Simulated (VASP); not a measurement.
# HC8 in VASP: single point with PBEsol

Aim: the single point of HC8 with PBEsol.

Program: VASP 6.6.1. These are calculated values, not measurements. Logs are shortened: lines on timing, memory, paths and dates and some standing lists are left out, and cuts for length are marked.

## Step 1: The cell of the first run

The cell holds a slab with vacuum, 72 atoms: a = 5.026 Å, b = 5.026 Å, c = 28.827 Å, α = 90.00°, β = 90.00°, γ = 90.00°.

## Step 2: Single point, PBEsol

INCAR

```
PREC = Accurate
ENCUT = 520
EDIFF = 1E-6
ISMEAR = -1
SIGMA = 0.05
LREAL = Auto
LASPH = T
NELM = 60
ALGO = Normal
ISIF = 2
LWAVE = F
LCHARG = F
GGA = PS
NBANDS = 174
```

KPOINTS

```
regular mesh
0
Gamma
  3 3 1
```

POSCAR

```
HC8
1.0
    3.5538030000      3.5538030000      0.0000000000
   -3.5538030000      3.5538030000      0.0000000000
    0.0000000000      0.0000000000     28.8267610000
C H
64 8
Direct
    0.0000700000      0.0895470000      0.2712540000
    0.0000560000      0.9969420000      0.3920880000
    0.0000540000      0.0005130000      0.5151400000
    0.0000520000      0.0002470000      0.6405670000
    0.5000470000      0.4108870000      0.2712550000
    0.5000510000      0.5035100000      0.3920520000
    0.5000530000      0.4999750000      0.5155150000
    0.5000540000      0.5002870000      0.6367260000
    0.2500600000      0.0179140000      0.2992540000
    0.2500560000      0.9970800000      0.4229050000
    0.2500540000      0.0005500000      0.5458430000
    0.2500480000      0.0002460000      0.6726680000
    0.7500430000      0.4825000000      0.2992580000
    0.7500530000      0.5033780000      0.4228500000
    0.7500540000      0.4999400000      0.5464320000
    0.7500510000      0.5002960000      0.6662030000
    0.0000350000      0.4108800000      0.2712560000
    0.0000510000      0.5034950000      0.3920510000
    0.0000540000      0.4999770000      0.5155150000
    0.0000550000      0.5003030000      0.6367260000
    0.5000580000      0.0895510000      0.2712550000
    0.5000560000      0.9969560000      0.3920870000
    0.5000540000      0.0005110000      0.5151400000
    0.5000520000      0.0002300000      0.6405670000
    0.2500440000      0.4825030000      0.2992580000
    0.2500510000      0.5033700000      0.4228500000
    0.2500530000      0.4999410000      0.5464320000
    0.2500580000      0.5003150000      0.6662020000
    0.7500640000      0.0179270000      0.2992540000
    0.7500560000      0.9970860000      0.4229050000
    0.7500530000      0.0005510000      0.5458440000
    0.7500540000      0.0002330000      0.6726680000
    0.2500530000      0.7502310000      0.3271710000
    0.2500540000      0.7499280000      0.4539930000
    0.2500540000      0.7533980000      0.5769320000
    0.2500540000      0.7325820000      0.7005870000
    0.7500500000      0.2501810000      0.3336360000
    0.7500530000      0.2505390000      0.4534050000
    0.7500530000      0.2471060000      0.5769880000
    0.7500490000      0.2679730000      0.7005800000
    0.0000530000      0.2501830000      0.3631110000
    0.0000530000      0.2505030000      0.4843230000
    0.0000540000      0.2469830000      0.6077860000
    0.0000570000      0.3396100000      0.7285790000
    0.5000550000      0.7502500000      0.3592700000
    0.5000530000      0.7499670000      0.4846980000
    0.5000550000      0.7535250000      0.6077500000
    0.5000540000      0.6609370000      0.7285870000
    0.2500490000      0.2501800000      0.3336350000
    0.2500530000      0.2505340000      0.4534060000
    0.2500530000      0.2471040000      0.5769880000
    0.2500550000      0.2679900000      0.7005770000
    0.7500520000      0.7502420000      0.3271690000
    0.7500530000      0.7499320000      0.4539940000
    0.7500530000      0.7533960000      0.5769320000
    0.7500530000      0.7325610000      0.7005850000
    0.0000510000      0.7502280000      0.3592700000
    0.0000540000      0.7499660000      0.4846980000
    0.0000520000      0.7535380000      0.6077500000
    0.0000530000      0.6609380000      0.7285860000
    0.5000480000      0.2502050000      0.3631110000
    0.5000530000      0.2505000000      0.4843230000
    0.5000520000      0.2469730000      0.6077860000
    0.5000480000      0.3396110000      0.7285830000
    0.0001290000      0.0032090000      0.2360310000
    0.5000480000      0.4972250000      0.2360330000
    0.0000310000      0.4971780000      0.2360330000
    0.4999750000      0.0032370000      0.2360320000
    0.0000820000      0.2532980000      0.7638010000
    0.5000430000      0.7472450000      0.7638110000
    0.0000660000      0.7472800000      0.7638080000
    0.5000330000      0.2532760000      0.7638040000
```

Potentials or basis: VASP PAW PBE potentials, release 64 (C, H).

Run with:

```console
$ cat potpaw_PBE.64/C/POTCAR potpaw_PBE.64/H/POTCAR > POTCAR
$ mpirun -np 1 vasp_std > vasp.out
```

OUTCAR:

```text
PREC = Accurate
   ENCUT = 520
   EDIFF = 1E-6
   ISMEAR = -1
   LREAL = Auto
   LASPH = T
   NELM = 60
   ISIF = 2
   GGA = PS

 ion  position               nearest neighbor table
   1  0.000  0.090  0.271-  65 1.10   9 1.54  29 1.54  17 1.61
   2  0.000  0.997  0.392-  41 1.52  10 1.54  30 1.54  57 1.56
   3  0.000  0.001  0.515-  58 1.53  11 1.54  31 1.54  42 1.54
   4  0.000  0.000  0.641-  43 1.56  59 1.56  12 1.56  32 1.56
   5  0.500  0.411  0.271-  66 1.10  13 1.54  25 1.54  21 1.61
   6  0.500  0.504  0.392-  61 1.52  26 1.54  14 1.54  45 1.56
[... 56 lines left out ...]
  63  0.500  0.247  0.608-   8 1.52  51 1.54  39 1.54  24 1.56
  64  0.500  0.340  0.729-  72 1.10  52 1.54  40 1.54  48 1.61
  65  0.000  0.003  0.236-   1 1.10
  66  0.500  0.497  0.236-   5 1.10
  67  0.000  0.497  0.236-  17 1.10
  68  0.500  0.003  0.236-  21 1.10
  69  0.000  0.253  0.764-  44 1.10
  70  0.500  0.747  0.764-  48 1.10
  71  0.000  0.747  0.764-  60 1.10
  72  0.500  0.253  0.764-  64 1.10

  LATTYP: Found a simple tetragonal cell.
 ALAT       =     5.0258364006
 C/A-ratio  =     5.7357141583

  Lattice vectors:

 A1 = (   3.5538030000,   3.5538030000,   0.0000000000)
 A2 = (  -3.5538030000,   3.5538030000,   0.0000000000)
 A3 = (   0.0000000000,   0.0000000000,  28.8267610000)

Analysis of symmetry for initial positions (statically):
=====================================================================
 Subroutine PRICEL returns:
 Original cell was already a primitive cell.

 Routine SETGRP: Setting up the symmetry group for a
 simple tetragonal supercell.

 Subroutine GETGRP returns: Found  1 space group operations
 (whereof  1 operations were pure point group operations)
 out of a pool of 16 trial point group operations.

The static configuration has the point symmetry C_1 .

Analysis of symmetry for dynamics (positions and initial velocities):
=====================================================================
 Subroutine PRICEL returns:
 Original cell was already a primitive cell.

 Routine SETGRP: Setting up the symmetry group for a
 simple tetragonal supercell.

 Subroutine GETGRP returns: Found  1 space group operations
 (whereof  1 operations were pure point group operations)
 out of a pool of 16 trial point group operations.

The dynamic configuration has the point symmetry C_1 .

 Subroutine INISYM returns: Found  1 space group operations
 (whereof  1 operations are pure point group operations),
 and found     1 'primitive' translations

----------------------------------------------------------------------------------------

                                     Primitive cell

  volume of cell :     728.1361

  direct lattice vectors                    reciprocal lattice vectors
     3.553803000  3.553803000  0.000000000     0.140694349  0.140694349  0.000000000
    -3.553803000  3.553803000  0.000000000    -0.140694349  0.140694349  0.000000000
     0.000000000  0.000000000 28.826761000     0.000000000  0.000000000  0.034689988

  length of vectors
     5.025836401  5.025836401 28.826761000     0.198971857  0.198971857  0.034689988

  position of ions in fractional coordinates (direct lattice)
     0.000070000  0.089547000  0.271254000
     0.000056000  0.996942000  0.392088000
     0.000054000  0.000513000  0.515140000
     0.000052000  0.000247000  0.640567000
     0.500047000  0.410887000  0.271255000
     0.500051000  0.503510000  0.392052000
[... 64 lines left out ...]
     0.000066000  0.747280000  0.763808000
     0.500033000  0.253276000  0.763804000

  ion indices of the primitive-cell ions
   primitive index   ion index
                 1           1
                 2           2
                 3           3
                 4           4
                 5           5
                 6           6
[... 64 lines left out ...]
                71          71
                72          72

----------------------------------------------------------------------------------------

 KPOINTS: regular mesh

Automatic generation of k-mesh.
 Grid dimensions read from file:
 generate k-points for:    3    3    1

 Generating k-lattice:

  Cartesian coordinates                     Fractional coordinates (reciprocal lattice)
     0.046898116  0.046898116  0.000000000     0.333333333  0.000000000  0.000000000
    -0.046898116  0.046898116  0.000000000     0.000000000  0.333333333  0.000000000
     0.000000000  0.000000000  0.034689988     0.000000000  0.000000000  1.000000000

  Length of vectors
     0.066323952  0.066323952  0.034689988

  Shift w.r.t. Gamma in fractional coordinates (k-lattice)
     0.000000000  0.000000000  0.000000000

 Subroutine IBZKPT returns following result:
 ===========================================

 Found      5 irreducible k-points:

 Following reciprocal coordinates:
            Coordinates               Weight
  0.000000  0.000000  0.000000      1.000000
  0.333333  0.000000  0.000000      2.000000
  0.000000  0.333333  0.000000      2.000000
  0.333333  0.333333  0.000000      2.000000
 -0.333333  0.333333  0.000000      2.000000
   k-points           NKPTS =      5   k-points in BZ     NKDIM =      5   number of bands    NBANDS=    174
   number of dos      NEDOS =    301   number of ions     NIONS =     72
   total plane-waves  NPLWV = 345600
   dimension x,y,z NGX =    40 NGY =   40 NGZ =  216
   dimension x,y,z NGXF=    80 NGYF=   80 NGZF=  432
   ions per type =              64   8
   NGX,Y,Z   is equivalent  to a cutoff of  13.23, 13.23, 12.46 a.u.
   NGXF,Y,Z  is equivalent  to a cutoff of  26.46, 26.46, 24.91 a.u.
 SYSTEM =  unknown system
   PREC   = accura    normal or accurate (medium, high low for compatibility)
   ISTART =      0    job   : 0-new  1-cont  2-samecut
   ICHARG =      2    charge: 1-file 2-atom 10-const
   ISPIN  =      1    spin polarized calculation?
   LNONCOLLINEAR =      F non collinear calculations
   LSORBIT =      F    spin-orbit coupling
   LASPH  =      T    aspherical Exc in radial PAW
   ENCUT  =  520.0 eV  38.22 Ry    6.18 a.u.   9.34  9.34 53.60*2*pi/ulx,y,z
   NELM   =     60;   NELMIN=  2; NELMDL= -5     # of ELM steps
   EDIFF  = 0.1E-05   stopping-criterion for ELM
   LREAL  =      T    real-space projection
   EDIFFG = 0.1E-04   stopping-criterion for IOM
   NSW    =      0    number of steps for IOM
   IBRION =     -1    ionic relax: 0-MD 1-quasi-New 2-CG
   NFREE  =      0    steps in history (QN), initial steepest desc. (CG)
   ISIF   =      2    stress and relaxation
   ISYM   =      2    0-nonsym 1-usesym 2-fastsym
   POTIM  = 0.5000    time-step for ionic-motion
   TEBEG  =    0.0;   TEEND  =   0.0 temperature during run
   PSTRESS=    0.0 pullay stress
   NELECT =     264.0000    total number of electrons
   NUPDOWN=      -1.0000    fix difference up-down
   EMIN   =  10.00;   EMAX   =-10.00  energy-range for DOS
   EFERMI =   0.00;   METHOD = LEGACY
   ISMEAR =    -1;   SIGMA  =   0.05  broadening in eV -4-tet -1-fermi 0-gaus
   EFERMI_NEDOS =   21; number of points for ismear=-14 and -15
   IALGO  =     38    algorithm
   IMIX   =      4    mixing-type and parameters
     AMIX     =   0.40;   BMIX     =  1.00
     AMIX_MAG =   1.60;   BMIX_MAG =  1.00
  volume/ion in A,a.u.               =      10.11        68.25
  Fermi-wavevector in a.u.,A,eV,Ry     =   1.167361  2.205993 18.541100  1.362732
  Thomas-Fermi vector in A             =   2.303862
   LORBIT       =      0    0 simple, 1 ext, 2 COOP (PROOUT), +10 PAW based schemes
   GGA     = PS    functional components
   LHFCALC =     F    Hartree Fock is set to
   AEXX    =    0.0000 exact exchange contribution
   IVDW    =     0    specifies the selected vdW correction
   LEPSILON=     F    determine dielectric tensor
   LRPA    =     F    only Hartree local field effects (RPA)
 non-spin polarized calculation
  energy-cutoff  :      520.00
  volume of cell :      728.14
 maximum number of plane-waves:     19695
 NGX is ok and might be reduce to    40
   NGX = 19   NGY = 19   NGZ =107

 number of electron     264.0000027 magnetization

 Free energy of the ion-electron system (eV)
  ---------------------------------------------------
  ext. energy  EPLUGINS =         0.00000000
  ---------------------------------------------------
  free energy    TOTEN  =      -641.52623900 eV

  energy without entropy =     -641.52623900  energy(sigma->0) =     -641.52623900

 E-fermi :   4.1370     XC(G=0):  -7.5970

 val. band max:        3.0001883228   @ k =   0.0000   0.0000   0.0000
 cond. band min:       5.8753005661   @ k =   0.0000   0.0000   0.0000
 fundamental gap:      2.8751122433
 Fermi energy:         4.1369889469

 k-point     1 :       0.0000    0.0000    0.0000
  band No.  band energies     occupation
      1     -18.2475      2.00000
      2     -17.9086      2.00000
      3     -17.3400      2.00000
      4     -16.5271      2.00000
      5     -15.4633      2.00000
      6     -14.1802      2.00000
[... 724 lines left out ...]
    143       8.7096      0.00000
    144       8.8181      0.00000
 [bands above 144 left out]

------------------------ aborting loop because EDIFF is reached ----------------------------------------

  FORCE on cell =-STRESS in cart. coord.  units (eV):
  Direction    XX          YY          ZZ          XY          YZ          ZX
  --------------------------------------------------------------------------------------
  -------------------------------------------------------------------------------------
  Total       -4.4261255     -4.4203316      2.3502516      9.9009165     -0.0176621      0.0187101
  in kB       -9.7391659     -9.7264171      5.1714507     21.7857963     -0.0388633      0.0411693
  external PRESSURE =      -4.7647108 kB  Pullay stress =       0.0000000 kB

 VOLUME and BASIS-vectors are now :
 -----------------------------------------------------------------------------
  energy-cutoff  :      520.00
  volume of cell :      728.14
      direct lattice vectors                 reciprocal lattice vectors
     3.553803000  3.553803000  0.000000000     0.140694349  0.140694349  0.000000000
    -3.553803000  3.553803000  0.000000000    -0.140694349  0.140694349  0.000000000
     0.000000000  0.000000000 28.826761000     0.000000000  0.000000000  0.034689988

 POSITION                                       TOTAL-FORCE (eV/Angst)
 -----------------------------------------------------------------------------------
     -0.31798      0.31848      7.81937        -0.004087      0.003386     -0.010356
     -3.54274      3.54313     11.30263         0.009306     -0.009967     -0.000793
     -0.00163      0.00202     14.84982        -0.002800      0.002998     -0.000910
     -0.00069      0.00106     18.46547        -0.000762      0.001173      0.009053
      0.31686      3.23728      7.81940         0.002180     -0.002580     -0.007392
     -0.01229      3.56646     11.30159        -0.009251      0.008836      0.003091
[... 64 lines left out ...]
     -2.65545      2.65592     22.01811        -0.007599      0.006647      0.030178
      0.87693      2.67711     22.01800         0.008383     -0.008489      0.030797
 -----------------------------------------------------------------------------------
    total drift:                               -0.001480      0.019826      0.049404

  FREE ENERGIE OF THE ION-ELECTRON SYSTEM (eV)
  ---------------------------------------------------
  free  energy   TOTEN  =      -641.5262390031 eV

  energy  without entropy=     -641.5262390031  energy(sigma->0) =     -641.52623900
```

Run time: 20 min. Hardware: 1 thread of Intel Xeon Platinum 8488C (Sapphire Rapids), shared host; peak memory 0.89 GiB.

What came out:

* Free energy: -641.5262 eV
* Largest force: 0.035 eV/Å
* Band gap on the k mesh: 2.88 eV

Forces in eV/Å, atoms in the order of the input:
```
C   -0.004  0.003 -0.010
C    0.009 -0.010 -0.001
C   -0.003  0.003 -0.001
C   -0.001  0.001  0.009
C    0.002 -0.003 -0.007
C   -0.009  0.009  0.003
C    0.002 -0.001  0.003
C    0.002 -0.003 -0.010
C    0.020 -0.021 -0.004
C   -0.001  0.001 -0.002
C    0.000  0.001  0.002
C    0.000  0.002  0.004
C   -0.023  0.023 -0.008
C    0.001 -0.001 -0.006
C    0.000  0.000  0.011
C   -0.002  0.003 -0.017
C    0.005 -0.001 -0.008
C   -0.010  0.009  0.004
C    0.002 -0.001  0.003
C    0.003 -0.006 -0.010
C   -0.005  0.003 -0.011
C    0.009 -0.010  0.000
C   -0.003  0.003 -0.001
C   -0.002  0.002  0.009
C   -0.022  0.022 -0.008
C    0.001  0.000 -0.006
C    0.001  0.000  0.011
C   -0.002  0.002 -0.016
C    0.022 -0.024 -0.008
C    0.000  0.000 -0.002
C    0.000  0.000  0.000
C   -0.002  0.001  0.004
C   -0.002  0.003 -0.008
C   -0.002 -0.001 -0.002
C    0.000 -0.001 -0.001
C   -0.022  0.022  0.008
C    0.001  0.000  0.015
C    0.003 -0.003 -0.003
C   -0.002  0.001  0.000
C    0.021 -0.019  0.009
C    0.001 -0.005  0.012
C   -0.001  0.001 -0.003
C    0.010 -0.010 -0.002
C   -0.003  0.003  0.011
C    0.000  0.000 -0.008
C    0.002 -0.001  0.004
C   -0.010  0.010 -0.003
C    0.004 -0.004  0.009
C    0.002 -0.001  0.016
C    0.003 -0.003 -0.004
C   -0.002  0.001  0.000
C    0.021 -0.020  0.010
C   -0.001  0.002 -0.007
C   -0.001 -0.001 -0.003
C    0.000 -0.001 -0.001
C   -0.023  0.024  0.010
C   -0.001  0.002 -0.008
C    0.001 -0.001  0.004
C   -0.010  0.010 -0.003
C    0.005 -0.004  0.009
C    0.005 -0.005  0.012
C   -0.001  0.001 -0.003
C    0.010 -0.010 -0.002
C   -0.002  0.003  0.008
H    0.006 -0.009 -0.031
H   -0.008  0.008 -0.031
H   -0.009  0.009 -0.033
H    0.010 -0.007 -0.032
H    0.009 -0.009  0.031
H   -0.008  0.008  0.030
H   -0.008  0.007  0.030
H    0.008 -0.008  0.031
```

Caveat: there is no dipole correction, which matters where the two faces differ; the PAW data sets were made with another functional, which shifts forces and pressure a little.
